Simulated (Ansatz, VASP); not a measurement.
## MnO in VASP and in Ansatz

```
Mn O
1.0
     0.00000    2.17686    2.17686
     2.17686    0.00000    2.17686
     2.17686    2.17686    0.00000
Mn O
1 1
Cartesian
  0.0000 0.0000 0.0000
  2.1769 2.1769 2.1769
```

Alike in both runs: task relaxation of cell and atoms; functional PBEsol; k mesh 16 × 16 × 16; occupations gaussian, width 0.1 eV; collinear spin.

|  | VASP | Ansatz |
| --- | --- | --- |
| version | VASP 6.6.1 | Ansatz 0.2.0 |
| potentials or method | VASP PAW PBE potentials, release 64 (Mn_pv, O), cutoff 600 eV | scalar-relativistic, plane waves, PAW |
| valence electrons in the cell | 19 | 21 |

```tsv
	VASP	Ansatz	Ansatz less VASP
gap on the k mesh at the Fermi level, each at its own relaxed structure (eV)	none	none	-
net moment per atom (μB)	2.26	2.26	-0.002
size of the moment on the site where the two differ most (μB)	4.13	3.82	-0.313
relaxed volume (Å³/atom)	10.23	10.22	-0.011
relaxed length of the cell vector where the two differ most in proportion (Å)	3.070	3.069	-0.0011
```

VASP's potentials were made for PBE, not for PBEsol. Site moments also hang on the region over which each program counts them. A gap of «none» marks a metal or a gap that the smearing closes. VASP's potentials hold 19 valence electrons a cell and Ansatz's 21, so a difference there can come from the potentials and not from the codes.
